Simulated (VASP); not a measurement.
# Al in VASP: a series of runs, part 2 of 2

VASP 6.6.1.

### 4 Single point, PBE

This run uses another cell than the first one.

Contents of INCAR:

```
PREC     = Accurate       # precision mode
ENCUT    = 520            # plane-wave cutoff, eV
EDIFF    = 1E-6           # SCF threshold, eV
ISMEAR   = -1             # smearing method
SIGMA    = 0.08           # smearing width, eV
LREAL    = F              # projectors in reciprocal space
LASPH    = T              # aspherical terms in the spheres
NELM     = 100            # most SCF steps
ALGO     = Normal         # electronic algorithm
ISIF     = 2              # what is computed and relaxed
LWAVE    = F              # write WAVECAR
LCHARG   = F              # write CHGCAR
LDIPOL   = T            
IDIPOL   = 3            
DIPOL    = 0.5 0.5 0.500
GGA      = PE             # functional
NBANDS   = 16             # bands
```

Contents of KPOINTS:

```
Automatic mesh
0
Gamma
  14 14 1
```

Contents of POSCAR:

```
Al
1.0
    2.8574853682      0.0000000000      0.0000000000
    0.0000000000      2.8574853682      0.0000000000
    0.0000000000      0.0000000000     24.0822000000
Al
5
Direct
    0.0000000000      0.0000000000      0.3321957895
    0.5000000000      0.5000000000      0.4160978945
    0.0000000000      0.0000000000      0.5000000000
    0.5000000000      0.5000000000      0.5839021055
    0.0000000000      0.0000000000      0.6678042105
```

Launch:

```bash
$ cat potpaw_PBE.64/Al/POTCAR > POTCAR
$ mpirun -np 1 vasp_std > vasp.out
```

It took 4.9 min on 1 thread of Intel Xeon 8259CL, shared host; peak memory 0.33 GiB.

It converged, with:

* Free energy: -17.7978 eV
* Largest force: 0.085 eV/Å
* Band gap on the k mesh: zero (an odd number of electrons rules out a gap without spin polarisation)

Forces in eV/Å, atoms in the order of the input:
```
Al   0.000  0.000 -0.085
Al   0.000  0.000  0.004
Al   0.000  0.000  0.000
Al   0.000  0.000 -0.004
Al   0.000  0.000  0.085
```

Levels at points of the mesh, in eV from the Fermi level:
```tsv
k point	band 6	band 7	band 8	band 9	band 10	band 11
(0.00, 0.00, 0.00)	-2.06	1.04	3.10	3.97	4.99	5.06
(0.50, 0.00, 0.00)	-3.97	-2.20	-1.88	0.06	0.80	1.78
(0.50, 0.50, 0.00)	-1.22	-0.55	-0.36	-0.36	-0.09	0.98
```

### 5 Single point, PBE

This run uses another cell than the first one.

Contents of INCAR:

```
SYSTEM = Al
PREC = Accurate
ENCUT = 520
EDIFF = 1E-6
ISMEAR = -1
SIGMA = 0.08
LREAL = .FALSE.
LASPH = .TRUE.
NELM = 100
ALGO = Normal
ISIF = 2
LWAVE = .FALSE.
LCHARG = .FALSE.
LDIPOL = .TRUE.
IDIPOL = 3
DIPOL = 0.5 0.5 0.500
GGA = PE
NBANDS = 16
```

Contents of KPOINTS:

```
regular mesh
0
G
  14 14 1
  0 0 0
```

Contents of POSCAR:

```
Al
1.0
    2.8574853682      0.0000000000      0.0000000000
    0.0000000000      2.8574853682      0.0000000000
    0.0000000000      0.0000000000     24.0822000000
Al
5
Direct
    0.0000000000      0.0000000000      0.3291663618
    0.5000000000      0.5000000000      0.4144188660
    0.0000000000      0.0000000000      0.4999999984
    0.5000000000      0.5000000000      0.5855811344
    0.0000000000      0.0000000000      0.6708336395
```

Potentials or basis: VASP PAW PBE potentials, release 64 (Al).

Launch:

```bash
$ cat potpaw_PBE.64/Al/POTCAR > POTCAR
$ mpirun -np 1 vasp_std > vasp.out
```

OUTCAR:

```text
SYSTEM = Al
   PREC = Accurate
   ENCUT = 520
   EDIFF = 1E-6
   ISMEAR = -1
   LREAL = .FALSE.
   LASPH = .TRUE.
   NELM = 100
   ISIF = 2
   GGA = PE

 ion  position               nearest neighbor table
   1  0.000  0.000  0.329-   2 2.88   2 2.88   2 2.88   2 2.88
   2  0.500  0.500  0.414-   1 2.88   1 2.88   1 2.88   1 2.88   3 2.89   3 2.89   3 2.89   3 2.89

   3  0.000  0.000  0.500-   2 2.89   2 2.89   2 2.89   2 2.89   4 2.89   4 2.89   4 2.89   4 2.89

   4  0.500  0.500  0.586-   5 2.88   5 2.88   5 2.88   5 2.88   3 2.89   3 2.89   3 2.89   3 2.89

   5  0.000  0.000  0.671-   4 2.88   4 2.88   4 2.88   4 2.88

  LATTYP: Found a simple tetragonal cell.
 ALAT       =     2.8574853682
 C/A-ratio  =     8.4277596897

  Lattice vectors:

 A1 = (   2.8574853682,   0.0000000000,   0.0000000000)
 A2 = (   0.0000000000,   2.8574853682,   0.0000000000)
 A3 = (   0.0000000000,   0.0000000000,  24.0822000000)

Analysis of symmetry for initial positions (statically):
=====================================================================
 Subroutine PRICEL returns:
 Original cell was already a primitive cell.

 Routine SETGRP: Setting up the symmetry group for a
 simple tetragonal supercell.

 Subroutine GETGRP returns: Found 16 space group operations
 (whereof 16 operations were pure point group operations)
 out of a pool of 16 trial point group operations.

The static configuration has the point symmetry D_4h.

Analysis of symmetry for dynamics (positions and initial velocities):
=====================================================================
 Subroutine PRICEL returns:
 Original cell was already a primitive cell.

 Routine SETGRP: Setting up the symmetry group for a
 simple tetragonal supercell.

 Subroutine GETGRP returns: Found 16 space group operations
 (whereof 16 operations were pure point group operations)
 out of a pool of 16 trial point group operations.

The dynamic configuration has the point symmetry D_4h.

 Subroutine INISYM returns: Found 16 space group operations
 (whereof 16 operations are pure point group operations),
 and found     1 'primitive' translations

----------------------------------------------------------------------------------------

                                     Primitive cell

  volume of cell :     196.6365

  direct lattice vectors                    reciprocal lattice vectors
     2.857485368  0.000000000  0.000000000     0.349958047  0.000000000  0.000000000
     0.000000000  2.857485368  0.000000000     0.000000000  0.349958047  0.000000000
     0.000000000  0.000000000 24.082200000     0.000000000  0.000000000  0.041524445

  length of vectors
     2.857485368  2.857485368 24.082200000     0.349958047  0.349958047  0.041524445

  position of ions in fractional coordinates (direct lattice)
     0.000000000  0.000000000  0.329166362
     0.500000000  0.500000000  0.414418866
     0.000000000  0.000000000  0.499999998
     0.500000000  0.500000000  0.585581134
     0.000000000  0.000000000  0.670833640

  ion indices of the primitive-cell ions
   primitive index   ion index
                 1           1
                 2           2
                 3           3
                 4           4
                 5           5

----------------------------------------------------------------------------------------
[... 54 lines left out ...]
   total plane-waves  NPLWV = 103680
   dimension x,y,z NGX =    24 NGY =   24 NGZ =  180
   dimension x,y,z NGXF=    48 NGYF=   48 NGZF=  360
   ions per type =               5
   NGX,Y,Z   is equivalent  to a cutoff of  13.96, 13.96, 12.43 a.u.
   NGXF,Y,Z  is equivalent  to a cutoff of  27.93, 27.93, 24.85 a.u.
 SYSTEM =  Al
   PREC   = accura    normal or accurate (medium, high low for compatibility)
   ISTART =      0    job   : 0-new  1-cont  2-samecut
   ICHARG =      2    charge: 1-file 2-atom 10-const
   ISPIN  =      1    spin polarized calculation?
   LNONCOLLINEAR =      F non collinear calculations
   LSORBIT =      F    spin-orbit coupling
   LASPH  =      T    aspherical Exc in radial PAW
   ENCUT  =  520.0 eV  38.22 Ry    6.18 a.u.   5.31  5.31 44.78*2*pi/ulx,y,z
   NELM   =    100;   NELMIN=  2; NELMDL= -5     # of ELM steps
   EDIFF  = 0.1E-05   stopping-criterion for ELM
   LREAL  =      F    real-space projection
   EDIFFG = 0.1E-04   stopping-criterion for IOM
   NSW    =      0    number of steps for IOM
   IBRION =     -1    ionic relax: 0-MD 1-quasi-New 2-CG
   NFREE  =      0    steps in history (QN), initial steepest desc. (CG)
   ISIF   =      2    stress and relaxation
   ISYM   =      2    0-nonsym 1-usesym 2-fastsym
   POTIM  = 0.5000    time-step for ionic-motion
   TEBEG  =    0.0;   TEEND  =   0.0 temperature during run
   PSTRESS=    0.0 pullay stress
   NELECT =      15.0000    total number of electrons
   NUPDOWN=      -1.0000    fix difference up-down
   EMIN   =  10.00;   EMAX   =-10.00  energy-range for DOS
   EFERMI =   0.00;   METHOD = LEGACY
   ISMEAR =    -1;   SIGMA  =   0.08  broadening in eV -4-tet -1-fermi 0-gaus
   EFERMI_NEDOS =   21; number of points for ismear=-14 and -15
   IALGO  =     38    algorithm
   IMIX   =      4    mixing-type and parameters
     AMIX     =   0.40;   BMIX     =  1.00
     AMIX_MAG =   1.60;   BMIX_MAG =  1.00
  volume/ion in A,a.u.               =      39.33       265.39
  Fermi-wavevector in a.u.,A,eV,Ry     =   0.694305  1.312047  6.558824  0.482060
  Thomas-Fermi vector in A             =   1.776762
   LORBIT       =      0    0 simple, 1 ext, 2 COOP (PROOUT), +10 PAW based schemes
   GGA     = PE    functional components
   LHFCALC =     F    Hartree Fock is set to
   AEXX    =    0.0000 exact exchange contribution
   IVDW    =     0    specifies the selected vdW correction
   LEPSILON=     F    determine dielectric tensor
   LRPA    =     F    only Hartree local field effects (RPA)
 non-spin polarized calculation
  energy-cutoff  :      520.00
  volume of cell :      196.64
 maximum number of plane-waves:      5352
 NGX is ok and might be reduce to    24
   NGX = 11   NGY = 11   NGZ = 89

 dipolmoment           0.000000      0.000000      0.000000 electrons x Angstroem

 number of electron      15.0000000 magnetization

 dipolmoment           0.000000      0.000000     -0.000000 electrons x Angstroem

 Free energy of the ion-electron system (eV)
  ---------------------------------------------------
  ext. energy  EPLUGINS =         0.00000000
  ---------------------------------------------------
  free energy    TOTEN  =       -17.80360419 eV

  energy without entropy =      -17.75190570  energy(sigma->0) =      -17.77775495

 E-fermi :   0.9205     XC(G=0):  -5.1268

 val. band max:        0.9163217753   @ k =   0.2857   0.2143   0.0000
 cond. band min:       0.9225037383   @ k =   0.4286   0.4286   0.0000
 fundamental gap:      0.0061819630
 Fermi energy:         0.9205306391

 k-point     1 :       0.0000    0.0000    0.0000
  band No.  band energies     occupation
      1      -9.7699      2.00000
      2      -8.8678      2.00000
      3      -7.4221      2.00000
      4      -5.4959      2.00000
      5      -3.0986      2.00000
      6      -1.2329      2.00000
[... 433 lines left out ...]
      3      -4.3590      2.00000
      4      -2.4645      2.00000
      5      -1.7243      2.00000
      6      -0.8627      2.00000
[... 8 lines left out ...]
     15       5.6686      0.00000
     16       6.4426      0.00000

 [... further k-points ...]

------------------------ aborting loop because EDIFF is reached ----------------------------------------

 vacuum level on the upper side and lower side of the slab       (xc-potential included)        -0.072        -0.072

  FORCE on cell =-STRESS in cart. coord.  units (eV):
  Direction    XX          YY          ZZ          XY          YZ          ZX
  --------------------------------------------------------------------------------------
  -------------------------------------------------------------------------------------
  Total       -2.1081942     -2.1081942     -0.0175003      0.0000000     -0.0000000      0.0000000
  in kB      -17.1773836    -17.1773836     -0.1425905      0.0000000     -0.0000000      0.0000000
  external PRESSURE =     -11.4991192 kB  Pullay stress =       0.0000000 kB

 VOLUME and BASIS-vectors are now :
 -----------------------------------------------------------------------------
  energy-cutoff  :      520.00
  volume of cell :      196.64
      direct lattice vectors                 reciprocal lattice vectors
     2.857485368  0.000000000  0.000000000     0.349958047  0.000000000  0.000000000
     0.000000000  2.857485368  0.000000000     0.000000000  0.349958047  0.000000000
     0.000000000  0.000000000 24.082200000     0.000000000  0.000000000  0.041524445

 POSITION                                       TOTAL-FORCE (eV/Angst)
 -----------------------------------------------------------------------------------
      0.00000      0.00000      7.92705        -0.000000      0.000000      0.000756
      1.42874      1.42874      9.98012        -0.000000      0.000000      0.002219
      0.00000      0.00000     12.04110        -0.000000      0.000000      0.000000
      1.42874      1.42874     14.10208         0.000000     -0.000000     -0.002219
      0.00000      0.00000     16.15515         0.000000     -0.000000     -0.000756
 -----------------------------------------------------------------------------------
    total drift:                                0.000000      0.000000     -0.000000

  FREE ENERGIE OF THE ION-ELECTRON SYSTEM (eV)
  ---------------------------------------------------
  free  energy   TOTEN  =       -17.8036041893 eV

  energy  without entropy=      -17.7519057018  energy(sigma->0) =      -17.77775495

 vacuum level on the upper side and lower side of the slab         5.161         5.161
```

OSZICAR:

```text
N       E                     dE             d eps       ncg     rms          rms(c)
DAV:   1     0.314993763539E+02    0.31499E+02   -0.43716E+03  1152   0.639E+02
DAV:   2    -0.164989303714E+02   -0.47998E+02   -0.42914E+02  1600   0.105E+02
DAV:   3    -0.183927893623E+02   -0.18939E+01   -0.18591E+01  1632   0.214E+01
[... 13 lines left out ...]
DAV:  17    -0.178035174970E+02   -0.63549E-04   -0.35695E-06  1176   0.558E-03    0.345E-03
DAV:  18    -0.178035805676E+02   -0.63071E-04   -0.48155E-06  1176   0.581E-03    0.102E-03
DAV:  19    -0.178035955590E+02   -0.14991E-04   -0.79772E-07  1176   0.237E-03    0.992E-04
DAV:  20    -0.178036027727E+02   -0.72137E-05   -0.52565E-07  1056   0.157E-03    0.218E-04
DAV:  21    -0.178036039435E+02   -0.11708E-05   -0.65745E-08  1016   0.649E-04    0.264E-04
DAV:  22    -0.178036041893E+02   -0.24585E-06   -0.16205E-08   944   0.374E-04
   1 F= -.17803604E+02 E0= -.17777755E+02  d E =-.516985E-01
```

stdout:

```text
POSCAR found type information on POSCAR Al
 POSCAR found :  1 types and       5 ions
 scaLAPACK will be used
 LDA part: xc-table for (Slater+PW92), standard interpolation
 POSCAR, INCAR and KPOINTS ok, starting setup
 FFT: planning ... GRIDC
 FFT: planning ... GRID_SOFT
 FFT: planning ... GRID
 WAVECAR not read
 entering main loop
```

Run time: 4.8 min. Hardware: 1 thread of Intel Xeon 8259CL, shared host; peak memory 0.33 GiB.

What came out:

```yaml
Free_energy: -17.8036 eV
Band_gap_on_the_k_mesh: zero (an odd number of electrons rules out a gap without spin polarisation)
```

Forces on the atoms (eV/Å):
```
Al   0.000  0.000  0.001
Al   0.000  0.000  0.002
Al   0.000  0.000  0.000
Al   0.000  0.000 -0.002
Al   0.000  0.000 -0.001
```

### 6 The runs side by side

```tsv
cell	gap on the mesh (eV)	largest force (eV/Å)
a = 2.857, b = 2.857, c = 15.228 Å, 5 atoms, atomic positions A	none	0.01
a = 2.857, b = 2.857, c = 24.082 Å, 5 atoms, atomic positions B	none	0.08
a = 2.857, b = 2.857, c = 24.082 Å, 5 atoms, atomic positions A	none	-
```

Alike in all rows: task single point; level PBE; potentials or basis VASP PAW PBE potentials, release 64 (Al); no spin polarisation; k mesh 14 × 14 × 1; cutoff (eV) 520; smearing fermi-dirac 0.08 eV.

Total energies depend on the potentials used, so only differences within one code and one set of settings carry meaning.
